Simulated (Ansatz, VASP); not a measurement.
**CsCd in VASP and in Ansatz**

```
Cs Cd
1.0
     4.14425    0.00000    0.00000
     0.00000    4.14425    0.00000
     0.00000    0.00000    4.14425
Cs Cd
1 1
Direct
  0.00000 0.00000 0.00000
  0.50000 0.50000 0.50000
```

Alike in both runs: task relaxation of cell and atoms; functional PBE; k mesh 4 × 4 × 4; occupations gaussian, width 0.1 eV; no spin polarisation.

|  | VASP | Ansatz |
| --- | --- | --- |
| version | VASP 6.6.1 | Ansatz 0.2.0 |
| potentials or method | VASP PAW PBE potentials, release 64 (Cs_sv, Cd_sv_GW), cutoff 630 eV | scalar-relativistic, plane waves, PAW |
| valence electrons in the cell | 29 | 29 |

|  | VASP | Ansatz | Ansatz less VASP |
| --- | --- | --- | --- |
| gap on the k mesh at the Fermi level, each at its own relaxed structure (eV) | none | none | - |
| relaxed volume (Å³/atom) | 48.33 | 50.06 | +1.729 |
| relaxed length of the cell vector where the two differ most in proportion (Å) | 4.589 | 4.643 | +0.0541 |

A gap of «none» marks a metal or a gap that the smearing closes.

The k mesh is coarse, so the values compare programs but aren't converged. Spin-orbit coupling is off throughout. Noted on VASP's run: the volume moved by over 15 % at a fixed basis, so the end points are rough.
